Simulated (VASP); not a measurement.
Here is a VASP 6.6.1 calculation.

File INCAR:

```
SYSTEM = MgB4C
PREC = Accurate ; ENCUT = 840
EDIFF = 1E-7 ; ISMEAR = 0
SIGMA = 0.1 ; LREAL = .FALSE.
LASPH = .TRUE. ; NELM = 120
ALGO = Normal ; ISIF = 3
LWAVE = .FALSE. ; LCHARG = .FALSE.
GGA = PE ; IBRION = 2
NSW = 90 ; EDIFFG = -0.04
GGA_COMPAT = .FALSE. ; NELMIN = 4
```

File KPOINTS:

```
regular mesh
0
G
  4 4 6
  0 0 0
```

File POSCAR:

```
MgB4C
1.0
    2.8554661400     -3.0296650600      0.0000000000
    2.8554661400      3.0296650600      0.0000000000
    0.0000000000      0.0000000000      3.3818994100
Mg B C
1 4 1
Direct
    0.0000000000      0.0000000000      0.5000000000
    0.7317628500      0.2682371500      0.7627508300
    0.2682371500      0.7317628500      0.7627508300
    0.7317628500      0.2682371500      0.2372491700
    0.2682371500      0.7317628500      0.2372491700
    0.0000000000      0.0000000000      0.0000000000
```

Potentials or basis: VASP PAW PBE potentials, release 64 (Mg_sv, B, C).

The run is started by

```bash
$ cat potpaw_PBE.64/Mg_sv/POTCAR potpaw_PBE.64/B/POTCAR potpaw_PBE.64/C/POTCAR > POTCAR
$ mpirun -np 1 vasp_std > vasp.out
```

What does it give for the relaxed volume?

8.42 Å³/atom.

Predict the band gap on the k mesh.

zero (bands 13 and 14 overlap by 2.48 eV).

Estimate the space group after relaxing (to 0.1 Å).

Cmmm (No. 65).

Estimate the relaxed cell.

a = 4.573 Å, b = 4.573 Å, c = 4.106 Å, α = 90.00°, β = 90.00°, γ = 143.96°.

Stress tensor (GPa, compression positive):
```
 0.61  0.00  0.00
 0.00 -0.48  0.00
 0.00  0.00  0.08
```

Caveat: the k points lie up to 0.58 Å⁻¹ apart in the final cell, too coarse for converged energies and pressures of a metal; a cell axis changed by over 15 % at a fixed basis, so the end point is rough.
